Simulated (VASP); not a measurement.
# Al16N16F (a cell with a defect) in VASP: further runs

The runs below take Al16N16F (a cell with a defect) through single point, with PBE.

Everything below comes from runs of VASP 6.6.1. Logs are shortened: lines on timing, memory, paths and dates and some standing lists are left out, and cuts for length are marked.

## (1) The cell of the first run

The cell holds a defect, 33 atoms: a = 6.260 Å, b = 6.260 Å, c = 10.035 Å, α = 90.00°, β = 90.00°, γ = 120.00°.

## (2) Single point, PBE, collinear spin

Contents of INCAR:

```
  PREC = Accurate
  ENCUT = 520
  EDIFF = 1E-6
  ISMEAR = -1
  SIGMA = 0.01
  LREAL = Auto
  LASPH = True
  NELM = 200
  ALGO = Normal
  ISIF = 2
  LWAVE = False
  LCHARG = False
  ISPIN = 2
  MAGMOM = 0 0 0 0 0 0 0 0 0 0 0 0 0 0 0 0 0.02 0.04 0.02 0.01 0 0.28 0.05 0 0.08 0.02 0.01 0.04 0.04 0.1 0.01 0.02 0.12
  LORBIT = 11
  NUPDOWN = 1.0
  GGA = PE
  NBANDS = 94
  GGA_COMPAT = False
  ISYM = -1
```

Contents of KPOINTS:

```
explicit points
1
Reciprocal
  0.25000000   0.25000000   0.25000000 1
```

Contents of POSCAR:

```
Al16N16F
1.0
    6.2595139128      0.0000000578      0.0000000000
   -3.1297570064      5.4208980350      0.0000000000
    0.0000000000      0.0000000000     10.0348065929
Al N F
16 16 1
Direct
    0.3328895561      0.1713403032      0.2519740538
    0.1679476025      0.3314318618      0.5026785381
    0.3328129796      0.1666517929      0.7506245745
    0.1661863127      0.3396930416      0.9974750140
    0.3313358835      0.6636097869      0.2522499341
    0.1655554048      0.8330230552      0.5028177493
    0.3308544143      0.6660147625      0.7478456130
    0.1643111874      0.8368622886      0.9940237980
    0.8363490143      0.1630333003      0.2492918277
    0.6672933628      0.3294559764      0.5072491155
    0.8332452367      0.1653933781      0.7518656011
    0.6653304398      0.3354247225      1.0012844974
    0.8266283704      0.6653073609      0.2523940877
    0.6659187883      0.8300070278      0.5024841313
    0.8319947857      0.6656690269      0.7507625973
    0.6600920816      0.8342432388      0.9967857785
    0.3445266920      0.1728225626      0.4480985637
    0.1753152255      0.3492228214      0.1826132760
    0.3316527150      0.1721388188      0.9395521933
    0.1667480005      0.3309288575      0.6915167712
    0.3309716819      0.6662263937      0.4420700358
    0.1795070654      0.8303342832      0.1820381003
    0.3286560878      0.6707482488      0.9348319246
    0.1661938604      0.8322318827      0.6918281326
    0.8301494140      0.1678104823      0.4457761881
    0.6690231584      0.3330713040      0.1911005847
    0.8303566808      0.1698780102      0.9401406134
    0.6680925402      0.3302905269      0.6957364874
    0.8249388391      0.6527181455      0.4486557274
    0.6476516385      0.8259754549      0.1821743012
    0.8288127500      0.6697523838      0.9398703103
    0.6665296872      0.8310003229      0.6918315603
    0.0015017294     -0.0091936965      0.3081188662
```

Potentials or basis: VASP PAW PBE potentials, release 64 (Al, N, F).

Launch:

```
cat potpaw_PBE.64/Al/POTCAR potpaw_PBE.64/N/POTCAR potpaw_PBE.64/F/POTCAR > POTCAR
mpirun -np 1 vasp_std > vasp.out
```

OUTCAR:

```text
PREC = Accurate
   ENCUT = 520
   EDIFF = 1E-6
   ISMEAR = -1
   LREAL = Auto
   LASPH = True
   NELM = 200
   ISIF = 2
   ISPIN = 2
   LORBIT = 11
   NUPDOWN = 1.0
   GGA = PE
   ISYM = -1

 ion  position               nearest neighbor table
   1  0.333  0.171  0.252-  33 1.88  26 1.92  18 1.95  17 1.97  22 1.98   2 3.07   9 3.08   5 3.09
                            13 3.09  12 3.09   6 3.11   4 3.13  10 3.14   8 3.16  13 3.17   5 3.17
   2  0.168  0.331  0.503-  20 1.89  17 1.90  21 1.91  25 1.92   7 3.06   3 3.06   1 3.07  11 3.09
                             5 3.09   6 3.11   9 3.11  14 3.12  10 3.13  10 3.13  14 3.14   6 3.15
   3  0.333  0.167  0.751-  20 1.89  19 1.90  28 1.90  24 1.91   8 3.03  10 3.04   2 3.06   6 3.07
                             4 3.09  12 3.09  11 3.12  15 3.12   7 3.13   7 3.13  15 3.14  11 3.14
   4  0.166  0.340  0.997-  18 1.86  19 1.90  23 1.90  27 1.91  11 3.06   7 3.07   3 3.09  16 3.09
                             9 3.10   5 3.10   8 3.12  12 3.12   1 3.13  12 3.14   8 3.14  16 3.17
   5  0.331  0.664  0.252-  18 1.84  30 1.85  22 1.87  21 1.90   1 3.09   2 3.09  13 3.09  14 3.10
                             4 3.10   6 3.10   9 3.12  16 3.12   9 3.14  13 3.16   1 3.17   8 3.18
   6  0.166  0.833  0.503-  24 1.90  21 1.90  17 1.92  29 1.93  33 2.62   7 3.05   3 3.07  15 3.08
                             5 3.10   2 3.11  13 3.11   1 3.11  14 3.12  10 3.12  10 3.14  14 3.14
   7  0.331  0.666  0.748-  23 1.88  24 1.88  20 1.90  32 1.90   6 3.05   2 3.06  14 3.06   4 3.07
                            16 3.07   8 3.07  15 3.12  11 3.12   3 3.13   3 3.13  11 3.14  15 3.14
   8  0.164  0.837  0.994-  23 1.89  22 1.89  19 1.90  31 1.90   3 3.03  15 3.03   7 3.07  16 3.11
                             4 3.12  12 3.13  12 3.13   4 3.14  16 3.15   1 3.16  13 3.17   5 3.18
   9  0.836  0.163  0.249-  26 1.92  33 1.92  30 1.95  18 1.96  25 1.97   1 3.08  13 3.09   4 3.10
                            16 3.10  12 3.11   2 3.11   5 3.12  14 3.12   5 3.14  10 3.16  13 3.18
  10  0.667  0.329  0.507-  17 1.85  29 1.85  25 1.86  28 1.89  11 3.04   3 3.04  15 3.05  14 3.12
                             6 3.12   2 3.13   2 3.13   6 3.14  14 3.14   1 3.14  13 3.14   9 3.16
  11  0.833  0.165  0.752-  28 1.88  27 1.89  20 1.91  32 1.91  10 3.04  16 3.04   4 3.06   2 3.09
                            14 3.09  12 3.10   3 3.12  15 3.12   7 3.12  15 3.14   7 3.14   3 3.14
  12  0.665  0.335  0.001-  27 1.89  26 1.91  19 1.91  31 1.91  15 3.09  13 3.09   1 3.09   3 3.09
                            11 3.10   9 3.11  16 3.12   4 3.12   8 3.13   8 3.13   4 3.14  16 3.14
  13  0.827  0.665  0.252-  33 1.85  26 1.90  29 1.97  30 1.97  22 2.04  14 3.07   9 3.09  12 3.09
                             1 3.09   5 3.09   6 3.11  10 3.14  16 3.14   5 3.16   1 3.17   8 3.17
  14  0.666  0.830  0.502-  32 1.90  29 1.90  21 1.91  25 1.92   7 3.06  13 3.07  15 3.07  11 3.09
                             5 3.10   9 3.12   6 3.12   2 3.12  10 3.12  10 3.14   2 3.14   6 3.14
  15  0.832  0.666  0.751-  32 1.89  31 1.90  28 1.90  24 1.91   8 3.03  10 3.05  14 3.07   6 3.08
                            16 3.08  12 3.09   7 3.12   3 3.12  11 3.12   3 3.14  11 3.14   7 3.14
  16  0.660  0.834  0.997-  30 1.86  31 1.89  23 1.90  27 1.91  11 3.04   7 3.07  15 3.08   4 3.09
                             9 3.10   8 3.11  12 3.12   5 3.12  12 3.14  13 3.14   8 3.15   4 3.17
  17  0.345  0.173  0.448-  10 1.85   2 1.90   6 1.92   1 1.97
  18  0.175  0.349  0.183-   5 1.84   4 1.86   1 1.95   9 1.96
  19  0.332  0.172  0.940-   3 1.90   4 1.90   8 1.90  12 1.91
  20  0.167  0.331  0.692-   3 1.89   2 1.89   7 1.90  11 1.91
  21  0.331  0.666  0.442-   6 1.90   5 1.90   2 1.91  14 1.91
  22  0.180  0.830  0.182-   5 1.87   8 1.89   1 1.98  13 2.04
[... 9 lines left out ...]
  32  0.667  0.831  0.692-  15 1.89  14 1.90   7 1.90  11 1.91
  33  0.002  0.991  0.308-  13 1.85   1 1.88   9 1.92   6 2.62

IMPORTANT INFORMATION: All symmetrisations will be switched off!
NOSYMM: (Re-)initialisation of all symmetry stuff for point group C_1.

----------------------------------------------------------------------------------------

                                     Primitive cell

  volume of cell :     340.5029

  direct lattice vectors                    reciprocal lattice vectors
     6.259513913  0.000000058  0.000000000     0.159756813  0.092235641  0.000000000
    -3.129757006  5.420898035  0.000000000    -0.000000002  0.184471279  0.000000000
     0.000000000  0.000000000 10.034806593     0.000000000  0.000000000  0.099653141

  length of vectors
     6.259513913  6.259513913 10.034806593     0.184471279  0.184471279  0.099653141

  position of ions in fractional coordinates (direct lattice)
     0.332889556  0.171340303  0.251974054
     0.167947602  0.331431862  0.502678538
     0.332812980  0.166651793  0.750624575
     0.166186313  0.339693042  0.997475014
     0.331335884  0.663609787  0.252249934
     0.165555405  0.833023055  0.502817749
[... 25 lines left out ...]
     0.666529687  0.831000323  0.691831560
     0.001501729  0.990806304  0.308118866

  ion indices of the primitive-cell ions
   primitive index   ion index
                 1           1
                 2           2
                 3           3
                 4           4
                 5           5
                 6           6
[... 25 lines left out ...]
                32          32
                33          33

----------------------------------------------------------------------------------------

 KPOINTS: explicit points

Read explicit list of k-points.

 Found      1 k-points:

 Following reciprocal coordinates:
            Coordinates               Weight
  0.250000  0.250000  0.250000      1.000000
   k-points           NKPTS =      1   k-points in BZ     NKDIM =      1   number of bands    NBANDS=     94
   number of dos      NEDOS =    301   number of ions     NIONS =     33
   total plane-waves  NPLWV = 184320
   dimension x,y,z NGX =    48 NGY =   48 NGZ =   80
   dimension x,y,z NGXF=    96 NGYF=   96 NGZF=  160
   ions per type =              16  16   1
   NGX,Y,Z   is equivalent  to a cutoff of  12.75, 12.75, 13.25 a.u.
   NGXF,Y,Z  is equivalent  to a cutoff of  25.50, 25.50, 26.51 a.u.
 SYSTEM =  unknown system
   PREC   = accura    normal or accurate (medium, high low for compatibility)
   ISTART =      0    job   : 0-new  1-cont  2-samecut
   ICHARG =      2    charge: 1-file 2-atom 10-const
   ISPIN  =      2    spin polarized calculation?
   LNONCOLLINEAR =      F non collinear calculations
   LSORBIT =      F    spin-orbit coupling
   LASPH  =      T    aspherical Exc in radial PAW
   ENCUT  =  520.0 eV  38.22 Ry    6.18 a.u.  11.64 11.64 18.66*2*pi/ulx,y,z
   NELM   =    200;   NELMIN=  2; NELMDL= -5     # of ELM steps
   EDIFF  = 0.1E-05   stopping-criterion for ELM
   LREAL  =      T    real-space projection
   EDIFFG = 0.1E-04   stopping-criterion for IOM
   NSW    =      0    number of steps for IOM
   IBRION =     -1    ionic relax: 0-MD 1-quasi-New 2-CG
   NFREE  =      0    steps in history (QN), initial steepest desc. (CG)
   ISIF   =      2    stress and relaxation
   ISYM   =     -1    0-nonsym 1-usesym 2-fastsym
   POTIM  = 0.5000    time-step for ionic-motion
   TEBEG  =    0.0;   TEEND  =   0.0 temperature during run
   PSTRESS=    0.0 pullay stress
   NELECT =     135.0000    total number of electrons
   NUPDOWN=       1.0000    fix difference up-down
   EMIN   =  10.00;   EMAX   =-10.00  energy-range for DOS
   EFERMI =   0.00;   METHOD = LEGACY
   ISMEAR =    -1;   SIGMA  =   0.01  broadening in eV -4-tet -1-fermi 0-gaus
   EFERMI_NEDOS =   21; number of points for ismear=-14 and -15
   IALGO  =     38    algorithm
   IMIX   =      4    mixing-type and parameters
     AMIX     =   0.40;   BMIX     =  1.00
     AMIX_MAG =   1.60;   BMIX_MAG =  1.00
  volume/ion in A,a.u.               =      10.32        69.63
  Fermi-wavevector in a.u.,A,eV,Ry     =   1.202668  2.272713 19.679611  1.446411
  Thomas-Fermi vector in A             =   2.338443
   LORBIT       =     11    0 simple, 1 ext, 2 COOP (PROOUT), +10 PAW based schemes
   GGA     = PE    functional components
   LHFCALC =     F    Hartree Fock is set to
   AEXX    =    0.0000 exact exchange contribution
   IVDW    =     0    specifies the selected vdW correction
   LEPSILON=     F    determine dielectric tensor
   LRPA    =     F    only Hartree local field effects (RPA)
 spin polarized calculation
  energy-cutoff  :      520.00
  volume of cell :      340.50
 maximum number of plane-waves:      9148
 NGX is ok and might be reduce to    48
   NGX = 23   NGY = 23   NGZ = 37

 number of electron     134.9999988 magnetization       0.9999982

 Free energy of the ion-electron system (eV)
  ---------------------------------------------------
  ext. energy  EPLUGINS =         0.00000000
  ---------------------------------------------------
  free energy    TOTEN  =      -241.38080435 eV

  energy without entropy =     -241.38080377  energy(sigma->0) =     -241.38080406

 E-fermi :   5.9489     XC(G=0): -10.9629

 val. band max:        5.8178400939   @ k =   0.2500   0.2500   0.2500
 cond. band min:       6.0798782354   @ k =   0.2500   0.2500   0.2500
 fundamental gap:      0.2620381415
 Fermi energy:         6.0841392494

 spin component 1

 k-point     1 :       0.2500    0.2500    0.2500
  band No.  band energies     occupation
      1     -18.4243      1.00000
      2      -8.4395      1.00000
      3      -8.0577      1.00000
      4      -7.8756      1.00000
      5      -7.7521      1.00000
      6      -7.5726      1.00000
[... 71 lines left out ...]
     78      12.9867      0.00000
     79      13.1834      0.00000
 Fermi energy:         5.9488593637

 spin component 2

 k-point     1 :       0.2500    0.2500    0.2500
  band No.  band energies     occupation
      1     -18.2371      1.00000
      2      -8.3940      1.00000
      3      -7.9681      1.00000
      4      -7.8164      1.00000
      5      -7.7183      1.00000
      6      -7.4666      1.00000
[... 71 lines left out ...]
     78      13.0053      0.00000
     79      13.2039      0.00000
 [bands above 79 left out]

------------------------ aborting loop because EDIFF is reached ----------------------------------------

  FORCE on cell =-STRESS in cart. coord.  units (eV):
  Direction    XX          YY          ZZ          XY          YZ          ZX
  --------------------------------------------------------------------------------------
  -------------------------------------------------------------------------------------
  Total        9.1438087      2.7328715     17.2371188     -6.8964309     -1.2078730      2.8688814
  in kB       43.0246014     12.8590517     81.1062648    -32.4499561     -5.6834365     13.4990224
  external PRESSURE =      45.6633060 kB  Pullay stress =       0.0000000 kB

 VOLUME and BASIS-vectors are now :
 -----------------------------------------------------------------------------
  energy-cutoff  :      520.00
  volume of cell :      340.50
      direct lattice vectors                 reciprocal lattice vectors
     6.259513913  0.000000058  0.000000000     0.159756813  0.092235641  0.000000000
    -3.129757006  5.420898035  0.000000000    -0.000000002  0.184471279  0.000000000
     0.000000000  0.000000000 10.034806593     0.000000000  0.000000000  0.099653141

 POSITION                                       TOTAL-FORCE (eV/Angst)
 -----------------------------------------------------------------------------------
      1.54747      0.92882      2.52851         0.014595      0.010347      0.016970
      0.01397      1.79666      5.04428        -0.001955     -0.002343      0.002261
      1.56167      0.90340      7.53237        -0.007908      0.008007      0.004414
     -0.02291      1.84144     10.00947         0.002161      0.004116     -0.005362
     -0.00294      3.59736      2.53128         0.002091      0.014415      0.011343
     -1.57086      4.51573      5.04568        -0.000677      0.002161     -0.008817
[... 25 lines left out ...]
      1.57132      4.50477      6.94240        -0.000184     -0.005816      0.000217
     -3.09158      5.37106      3.09191         0.004841      0.009434      0.009489
 -----------------------------------------------------------------------------------
    total drift:                               -0.008409     -0.007092      0.000513

  FREE ENERGIE OF THE ION-ELECTRON SYSTEM (eV)
  ---------------------------------------------------
  free  energy   TOTEN  =      -241.3808043468 eV

  energy  without entropy=     -241.3808037711  energy(sigma->0) =     -241.38080406

 total charge

# of ion       s       p       d       tot
------------------------------------------
    1        0.355   0.406   0.000   0.761
    2        0.375   0.430   0.000   0.805
    3        0.375   0.435   0.000   0.809
    4        0.375   0.438   0.000   0.813
    5        0.382   0.458   0.000   0.840
    6        0.377   0.425   0.000   0.801
[... 25 lines left out ...]
   32        1.231   2.613   0.000   3.844
   33        1.767   4.467   0.000   6.234
--------------------------------------------------
tot         27.473  53.073   0.000  80.546

 magnetization (x)

# of ion       s       p       d       tot
------------------------------------------
    1       -0.001   0.001   0.000  -0.000
    2       -0.000   0.000   0.000  -0.000
    3       -0.000   0.000   0.000   0.000
    4       -0.000   0.000   0.000  -0.000
    5       -0.002   0.002   0.000   0.000
    6       -0.000   0.000   0.000   0.000
[... 25 lines left out ...]
   32        0.000   0.017   0.000   0.017
   33        0.001   0.105   0.000   0.106
--------------------------------------------------
tot          0.006   0.742   0.000   0.748
```

Run time: 1.7 min. Hardware: 1 thread of Intel Xeon 6975P-C (Granite Rapids), shared host; peak memory 0.57 GiB.

Results:

```
Free energy                                           : -241.3808 eV
Pressure                                              : 4.6 GPa
Largest force                                         : 0.035 eV/Å
Net moment                                            : 1.00 μB per cell
Site moments                                          : Al -0.00, +0.00, +0.01 (each value once); N +0.02, +0.04, +0.01, +0.00, +0.24, +0.07, +0.03, +0.08 (each value once); F +0.11 μB
Valence electrons inside the program's atomic spheres : Al 0.76, 0.81, 0.84, 0.80, 0.82, 0.86, 0.75 (each value once); N 3.85, 3.86, 3.84, 3.83, 3.79 (each value once); F 6.23
```

Forces on the atoms (eV/Å):
```
Al   0.015  0.010  0.017
Al  -0.002 -0.002  0.002
Al  -0.008  0.008  0.004
Al   0.002  0.004 -0.005
Al   0.002  0.014  0.011
Al  -0.001  0.002 -0.009
Al   0.000 -0.008  0.003
Al  -0.003 -0.001  0.001
Al  -0.011  0.004  0.002
Al  -0.003 -0.005  0.006
Al   0.001  0.002  0.003
Al  -0.007  0.011 -0.011
Al  -0.006 -0.033  0.009
Al   0.003  0.001 -0.004
Al  -0.003  0.003  0.004
Al   0.002 -0.014  0.000
N    0.005 -0.016 -0.012
N    0.005 -0.003 -0.002
N   -0.006  0.012 -0.006
N    0.002  0.005  0.002
N   -0.007  0.011 -0.014
N   -0.001  0.001  0.014
N    0.004 -0.011 -0.013
N    0.003 -0.004 -0.001
N    0.004 -0.007  0.001
N    0.004  0.000  0.007
N    0.006  0.006 -0.010
N    0.005 -0.001 -0.003
N    0.003  0.016 -0.014
N   -0.005 -0.005  0.010
N   -0.007 -0.004 -0.003
N    0.000 -0.006  0.000
F    0.005  0.009  0.009
```

Stress tensor (GPa, compression positive):
```
 4.30 -3.24  1.35
-3.24  1.29 -0.57
 1.35 -0.57  8.11
```

Caveat: the total moment is fixed, so each spin has its own Fermi level and the state may be an excited one.

(Part 1 of 2 ends here.)
